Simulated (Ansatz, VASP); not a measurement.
Two plane-wave programs on ZnCu2SnS4

```
Cu Zn Sn S
1.0
    -2.70216    2.70216    5.42722
     2.70216   -2.70216    5.42722
     2.70216    2.70216   -5.42722
Cu Zn Sn S
2 1 1 4
Direct
  0.75000 0.25000 0.50000
  0.25000 0.75000 0.50000
  0.00000 0.00000 0.00000
  0.50000 0.50000 0.00000
  0.89042 0.89042 0.51513
  0.10958 0.62472 0.00000
  0.62472 0.10958 0.00000
  0.37528 0.37528 0.48487
```

Alike in both runs: task single point; functional PBE; k mesh 6 × 6 × 6; occupations fermi-dirac, width 0.02 eV; no spin polarisation.

|  | VASP | Ansatz |
| --- | --- | --- |
| version | VASP 6.6.1 | Ansatz 0.2.0 |
| potentials or method | VASP PAW PBE potentials, release 64 (Cu, Zn, Sn_d, S) | plane waves, PAW |
| plane-wave cutoff (eV) | 520 | 420 |
| valence electrons in the cell | 72 | 88 |

|  | VASP | Ansatz | Ansatz less VASP |
| --- | --- | --- | --- |
| pressure (GPa) | 2.4 | 2.4 | -0.03 |
| rms of the force components (eV/Å) | 0.055 | 0.071 | +0.0157 |

Atom by atom the forces differ by 0.016 eV/Å (rms over components). VASP's potentials hold 72 valence electrons a cell and Ansatz's 88, so a difference there can come from the potentials and not from the codes.
